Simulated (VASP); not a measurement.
# BiTe (I4/mmm) in VASP: a series of runs

BiTe is run at these levels: PBE; tasks: single point.

All numbers are computed with VASP 6.6.1; they aren't measurements. Logs are shortened: lines on timing, memory, paths and dates and some standing lists are left out, and cuts for length are marked.

### 1 The cell of the first run

It takes space group I4/mmm (No. 139, tetragonal). Conventional cell: a = 5.136 Å, b = 5.136 Å, c = 5.135 Å, α = 90.00°, β = 90.00°, γ = 90.00°. Within 3.4 Å of Bi (site symmetry 4/mmm) lie 2 Te at 2.57 Å. Within 3.4 Å of Te (site symmetry 4/mmm) lie 2 Bi at 2.57 Å.

### 2 Single point, PBE

INCAR reads:

```
SYSTEM = BiTe
PREC     = Accurate       ! precision mode
ENCUT    = 520            ! plane-wave cutoff, eV
EDIFF    = 1E-6           ! SCF threshold, eV
ISMEAR   = 0              ! smearing method
SIGMA    = 0.15           ! smearing width, eV
LREAL    = .FALSE.        ! projectors in reciprocal space
LASPH    = .TRUE.         ! aspherical terms in the spheres
NELM     = 60             ! most SCF steps
ALGO     = Normal         ! electronic algorithm
ISIF     = 2              ! what is computed and relaxed
LWAVE    = .FALSE.        ! write WAVECAR
LCHARG   = .TRUE.         ! write CHGCAR
GGA      = PE             ! functional
LELF     = .TRUE.         ! ELF
LVHAR    = .TRUE.       
NBANDS   = 18             ! bands
```

KPOINTS reads:

```
regular mesh
0
G
  14 14 14
  0 0 0
```

POSCAR reads:

```
BiTe
1.0
    0.0000000000      3.6313475271      2.5673627017
    3.6313475271      0.0000000000      2.5673627017
    3.6313475271      3.6313475271      0.0000000000
Bi Te
1 1
Direct
    0.0000000000      0.0000000000      0.0000000000
    0.5000000000      0.5000000000      0.5000000000
```

Potentials or basis: VASP PAW PBE potentials, release 64 (Bi_d, Te).

Command:

```
cat potpaw_PBE.64/Bi_d/POTCAR potpaw_PBE.64/Te/POTCAR > POTCAR
mpirun -np 1 vasp_std > vasp.out
```

OUTCAR:

```text
SYSTEM = BiTe
   PREC = Accurate
   ENCUT = 520
   EDIFF = 1E-6
   ISMEAR = 0
   LREAL = .FALSE.
   LASPH = .TRUE.
   NELM = 60
   ISIF = 2
   GGA = PE

 ion  position               nearest neighbor table
   1  0.000  0.000  0.000-   2 2.57   2 2.57   2 3.63   2 3.63   2 3.63   2 3.63
   2  0.500  0.500  0.500-   1 2.57   1 2.57   1 3.63   1 3.63   1 3.63   1 3.63

  LATTYP: Found a body centered tetragonal cell.
 ALAT       =     5.1355009225
 C/A-ratio  =     0.9998489886

  Lattice vectors:

 A1 = (   0.0000000000,  -3.6313475271,  -2.5673627017)
 A2 = (   0.0000000000,   3.6313475271,  -2.5673627017)
 A3 = (   3.6313475271,   0.0000000000,   2.5673627017)

Analysis of symmetry for initial positions (statically):
=====================================================================
 Subroutine PRICEL returns:
 Original cell was already a primitive cell.

 Routine SETGRP: Setting up the symmetry group for a
 body centered tetragonal supercell.

 Subroutine GETGRP returns: Found 16 space group operations
 (whereof 16 operations were pure point group operations)
 out of a pool of 16 trial point group operations.

The static configuration has the point symmetry D_4h.

Analysis of symmetry for dynamics (positions and initial velocities):
=====================================================================
 Subroutine PRICEL returns:
 Original cell was already a primitive cell.

 Routine SETGRP: Setting up the symmetry group for a
 body centered tetragonal supercell.

 Subroutine GETGRP returns: Found 16 space group operations
 (whereof 16 operations were pure point group operations)
 out of a pool of 16 trial point group operations.

The dynamic configuration has the point symmetry D_4h.

 Subroutine INISYM returns: Found 16 space group operations
 (whereof 16 operations are pure point group operations),
 and found     1 'primitive' translations

----------------------------------------------------------------------------------------

                                     Primitive cell

  volume of cell :      67.7100

  direct lattice vectors                    reciprocal lattice vectors
     0.000000000  3.631347527  2.567362702    -0.137689934  0.137689934  0.194752381
     3.631347527  0.000000000  2.567362702     0.137689934 -0.137689934  0.194752381
     3.631347527  3.631347527  0.000000000     0.137689934  0.137689934 -0.194752381

  length of vectors
     4.447250398  4.447250398  5.135500923     0.275400664  0.275400664  0.275400664

  position of ions in fractional coordinates (direct lattice)
     0.000000000  0.000000000  0.000000000
     0.500000000  0.500000000  0.500000000

  ion indices of the primitive-cell ions
   primitive index   ion index
                 1           1
                 2           2

----------------------------------------------------------------------------------------

 KPOINTS: regular mesh

Automatic generation of k-mesh.
 Grid dimensions read from file:
 generate k-points for:   14   14   14

 Generating k-lattice:

  Cartesian coordinates                     Fractional coordinates (reciprocal lattice)
    -0.009834995  0.009834995  0.013910884     0.071428571 -0.000000000  0.000000000
     0.009834995 -0.009834995  0.013910884    -0.000000000  0.071428571  0.000000000
     0.009834995  0.009834995 -0.013910884     0.000000000  0.000000000  0.071428571

  Length of vectors
     0.019671476  0.019671476  0.019671476

  Shift w.r.t. Gamma in fractional coordinates (k-lattice)
     0.000000000  0.000000000  0.000000000

 Subroutine IBZKPT returns following result:
 ===========================================

 Found    244 irreducible k-points:

 Following reciprocal coordinates:
            Coordinates               Weight
  0.000000  0.000000  0.000000      1.000000
  0.071429 -0.000000  0.000000      8.000000
  0.142857 -0.000000  0.000000      8.000000
  0.214286  0.000000  0.000000      8.000000
  0.285714 -0.000000  0.000000      8.000000
  0.357143  0.000000  0.000000      8.000000
[... 16 lines left out ...]
  0.214286  0.142857  0.000000      8.000000
  0.285714  0.142857  0.000000      8.000000
 [... further k-points ...]
   k-points           NKPTS =    244   k-points in BZ     NKDIM =    244   number of bands    NBANDS=     18
   number of dos      NEDOS =    301   number of ions     NIONS =      2
   total plane-waves  NPLWV =  51840
   dimension x,y,z NGX =    36 NGY =   36 NGZ =   40
   dimension x,y,z NGXF=    72 NGYF=   72 NGZF=   80
   ions per type =               1   1
   NGX,Y,Z   is equivalent  to a cutoff of  13.46, 13.46, 12.95 a.u.
   NGXF,Y,Z  is equivalent  to a cutoff of  26.91, 26.91, 25.90 a.u.
 SYSTEM =  BiTe
   PREC   = accura    normal or accurate (medium, high low for compatibility)
   ISTART =      0    job   : 0-new  1-cont  2-samecut
   ICHARG =      2    charge: 1-file 2-atom 10-const
   ISPIN  =      1    spin polarized calculation?
   LNONCOLLINEAR =      F non collinear calculations
   LSORBIT =      F    spin-orbit coupling
   LASPH  =      T    aspherical Exc in radial PAW
   ENCUT  =  520.0 eV  38.22 Ry    6.18 a.u.   8.27  8.27  9.55*2*pi/ulx,y,z
   NELM   =     60;   NELMIN=  2; NELMDL= -5     # of ELM steps
   EDIFF  = 0.1E-05   stopping-criterion for ELM
   LREAL  =      F    real-space projection
   EDIFFG = 0.1E-04   stopping-criterion for IOM
   NSW    =      0    number of steps for IOM
   IBRION =     -1    ionic relax: 0-MD 1-quasi-New 2-CG
   NFREE  =      0    steps in history (QN), initial steepest desc. (CG)
   ISIF   =      2    stress and relaxation
   ISYM   =      2    0-nonsym 1-usesym 2-fastsym
   POTIM  = 0.5000    time-step for ionic-motion
   TEBEG  =    0.0;   TEEND  =   0.0 temperature during run
   PSTRESS=    0.0 pullay stress
   NELECT =      21.0000    total number of electrons
   NUPDOWN=      -1.0000    fix difference up-down
   EMIN   =  10.00;   EMAX   =-10.00  energy-range for DOS
   EFERMI =   0.00;   METHOD = LEGACY
   ISMEAR =     0;   SIGMA  =   0.15  broadening in eV -4-tet -1-fermi 0-gaus
   EFERMI_NEDOS =   21; number of points for ismear=-14 and -15
   IALGO  =     38    algorithm
   IMIX   =      4    mixing-type and parameters
     AMIX     =   0.40;   BMIX     =  1.00
     AMIX_MAG =   1.60;   BMIX_MAG =  1.00
  volume/ion in A,a.u.               =      33.86       228.46
  Fermi-wavevector in a.u.,A,eV,Ry     =   1.108146  2.094092 16.707785  1.227988
  Thomas-Fermi vector in A             =   2.244669
   LORBIT       =      0    0 simple, 1 ext, 2 COOP (PROOUT), +10 PAW based schemes
   GGA     = PE    functional components
   LHFCALC =     F    Hartree Fock is set to
   AEXX    =    0.0000 exact exchange contribution
   IVDW    =     0    specifies the selected vdW correction
   LEPSILON=     F    determine dielectric tensor
   LRPA    =     F    only Hartree local field effects (RPA)
 non-spin polarized calculation
 Gauss-broadening in eV      SIGMA  =   0.15
  energy-cutoff  :      520.00
  volume of cell :       67.71
 maximum number of plane-waves:      1878
 NGX is ok and might be reduce to    36
   NGX = 17   NGY = 17   NGZ = 19

 number of electron      20.9999998 magnetization

 Free energy of the ion-electron system (eV)
  ---------------------------------------------------
  ext. energy  EPLUGINS =         0.00000000
  ---------------------------------------------------
  free energy    TOTEN  =        -4.89231364 eV

  energy without entropy =       -4.86548949  energy(sigma->0) =       -4.87890157

 E-fermi :   6.4682     XC(G=0):  -9.2744

 val. band max:        6.4676136006   @ k =  -0.4286   0.2143   0.0714
 cond. band min:       6.4713559812   @ k =  -0.1429   0.2143   0.1429
 fundamental gap:      0.0037423806
 Fermi energy:         6.4681992387

 k-point     1 :       0.0000    0.0000    0.0000
  band No.  band energies     occupation
      1     -16.9399      2.00000
      2     -16.6987      2.00000
      3     -16.6987      2.00000
      4     -16.5805      2.00000
      5     -16.5733      2.00000
      6      -7.8235      2.00000
[... 10 lines left out ...]
     17      13.4534      0.00000
     18      13.8927      0.00000

 k-point     2 :       0.0714   -0.0000    0.0000
  band No.  band energies     occupation
      1     -16.9402      2.00000
      2     -16.6987      2.00000
      3     -16.6986      2.00000
      4     -16.5802      2.00000
      5     -16.5734      2.00000
      6      -7.7787      2.00000
[... 10 lines left out ...]
     17      13.0186      0.00000
     18      14.5869      0.00000

 k-point     3 :       0.1429   -0.0000    0.0000
  band No.  band energies     occupation
      1     -16.9410      2.00000
      2     -16.6987      2.00000
      3     -16.6986      2.00000
      4     -16.5794      2.00000
      5     -16.5737      2.00000
      6      -7.6443      2.00000
[... 10 lines left out ...]
     17      12.6983      0.00000
     18      14.5799      0.00000

 k-point     4 :       0.2143    0.0000    0.0000
  band No.  band energies     occupation
      1     -16.9421      2.00000
      2     -16.6988      2.00000
      3     -16.6987      2.00000
      4     -16.5781      2.00000
      5     -16.5742      2.00000
      6      -7.4210      2.00000
[... 10 lines left out ...]
     17      12.9085      0.00000
     18      13.3757      0.00000

 k-point     5 :       0.2857   -0.0000    0.0000
  band No.  band energies     occupation
      1     -16.9434      2.00000
      2     -16.6989      2.00000
      3     -16.6988      2.00000
      4     -16.5766      2.00000
      5     -16.5747      2.00000
      6      -7.1101      2.00000
[... 10 lines left out ...]
     17      13.6006      0.00000
     18      13.9285      0.00000

 k-point     6 :       0.3571    0.0000    0.0000
  band No.  band energies     occupation
      1     -16.9446      2.00000
      2     -16.6990      2.00000
      3     -16.6989      2.00000
      4     -16.5752      2.00000
      5     -16.5751      2.00000
      6      -6.7144      2.00000
[... 10 lines left out ...]
     17      14.6170      0.00000
     18      15.0542      0.00000

 k-point     7 :       0.4286    0.0000    0.0000
  band No.  band energies     occupation
      1     -16.9454      2.00000
      2     -16.6991      2.00000
      3     -16.6990      2.00000
      4     -16.5754      2.00000
      5     -16.5742      2.00000
      6      -6.2420      2.00000
[... 10 lines left out ...]
     17      15.7015      0.00000
     18      15.7997      0.00000

 k-point     8 :       0.5000   -0.0000    0.0000
  band No.  band energies     occupation
      1     -16.9457      2.00000
      2     -16.6992      2.00000
      3     -16.6990      2.00000
      4     -16.5755      2.00000
      5     -16.5738      2.00000
      6      -5.8225      2.00000
[... 10 lines left out ...]
     17      16.4708      0.00000
     18      16.5407      0.00000
[... 229 lines left out ...]
     17      13.6693      0.00000
     18      14.7841      0.00000

 k-point    20 :      -0.1429    0.0714    0.0000
  band No.  band energies     occupation
      1     -16.9422      2.00000
      2     -16.6975      2.00000
      3     -16.6973      2.00000
      4     -16.5792      2.00000
      5     -16.5737      2.00000
      6      -7.6509      2.00000
[... 10 lines left out ...]
     17      13.7184      0.00000
     18      15.3439      0.00000

 k-point    21 :      -0.0714    0.0714    0.0000
  band No.  band energies     occupation
      1     -16.9410      2.00000
      2     -16.6980      2.00000
      3     -16.6980      2.00000
      4     -16.5800      2.00000
      5     -16.5734      2.00000
      6      -7.7587      2.00000
[... 10 lines left out ...]
     17      13.7702      0.00000
     18      14.3572      0.00000

 k-point    22 :       0.1429    0.1429    0.0000
  band No.  band energies     occupation
      1     -16.9409      2.00000
      2     -16.7002      2.00000
      3     -16.7002      2.00000
      4     -16.5780      2.00000
      5     -16.5746      2.00000
      6      -7.3599      2.00000
[... 10 lines left out ...]
     17      13.3736      0.00000
     18      13.3736      0.00000

 k-point    23 :       0.2143    0.1429    0.0000
  band No.  band energies     occupation
      1     -16.9422      2.00000
      2     -16.7002      2.00000
      3     -16.7002      2.00000
      4     -16.5767      2.00000
      5     -16.5752      2.00000
      6      -7.0769      2.00000
[... 10 lines left out ...]
     17      14.2770      0.00000
     18      14.3013      0.00000

 k-point    24 :       0.2857    0.1429    0.0000
  band No.  band energies     occupation
      1     -16.9440      2.00000
      2     -16.6997      2.00000
      3     -16.6996      2.00000
      4     -16.5759      2.00000
      5     -16.5752      2.00000
      6      -6.6986      2.00000
[... 10 lines left out ...]
     17      15.2453      0.00000
     18      15.3292      0.00000

 [... further k-points ...]
[... 5 lines left out ...]
  --------------------------------------------------------------------------------------
  -------------------------------------------------------------------------------------
  Total       -0.2116332     -0.2116332     21.5537550      0.0000000      0.0000000      0.0000000
  in kB       -5.0077367     -5.0077367    510.0123286      0.0000000      0.0000000      0.0000000
  external PRESSURE =     166.6656184 kB  Pullay stress =       0.0000000 kB

 VOLUME and BASIS-vectors are now :
 -----------------------------------------------------------------------------
  energy-cutoff  :      520.00
  volume of cell :       67.71
      direct lattice vectors                 reciprocal lattice vectors
     0.000000000  3.631347527  2.567362702    -0.137689934  0.137689934  0.194752381
     3.631347527  0.000000000  2.567362702     0.137689934 -0.137689934  0.194752381
     3.631347527  3.631347527  0.000000000     0.137689934  0.137689934 -0.194752381

 POSITION                                       TOTAL-FORCE (eV/Angst)
 -----------------------------------------------------------------------------------
      0.00000      0.00000      0.00000        -0.000000      0.000000      0.000000
      3.63135      3.63135      2.56736         0.000000     -0.000000      0.000000
 -----------------------------------------------------------------------------------
    total drift:                                0.000000      0.000000      0.000000

  FREE ENERGIE OF THE ION-ELECTRON SYSTEM (eV)
  ---------------------------------------------------
  free  energy   TOTEN  =        -4.8923136423 eV

  energy  without entropy=       -4.8654894913  energy(sigma->0) =       -4.87890157
```

It took 2.8 min on 1 thread of AMD EPYC 9R45 (Zen 5), shared host; peak memory 0.41 GiB.

What came out:

```
Free energy            : -4.8923 eV
Pressure               : 16.7 GPa
Band gap on the k mesh : zero (an odd number of electrons rules out a gap without spin polarisation)
```

Stress tensor (GPa, compression positive):
```
-0.50  0.00  0.00
 0.00 -0.50  0.00
 0.00  0.00 51.00
```

Levels at points of the mesh, in eV from the Fermi level:
```csv
k point,band 8,band 9,band 10,band 11,band 12,band 13
"(0.00, 0.00, 0.00)",-5.58,-1.59,-1.59,0.44,0.44,3.51
"(0.50, 0.00, 0.00)",-2.42,-2.25,-1.43,-1.09,1.18,2.13
"(0.50, 0.50, 0.00)",-6.74,-4.66,-4.66,1.98,3.55,3.55
"(0.50, 0.00, 0.50)",-6.13,-5.59,-1.66,0.33,3.32,4.17
```

Caveat: the cell stands under pressure; spin-orbit coupling is left out, which moves the levels of the heavy elements.

(Part 1 of 2 ends here.)
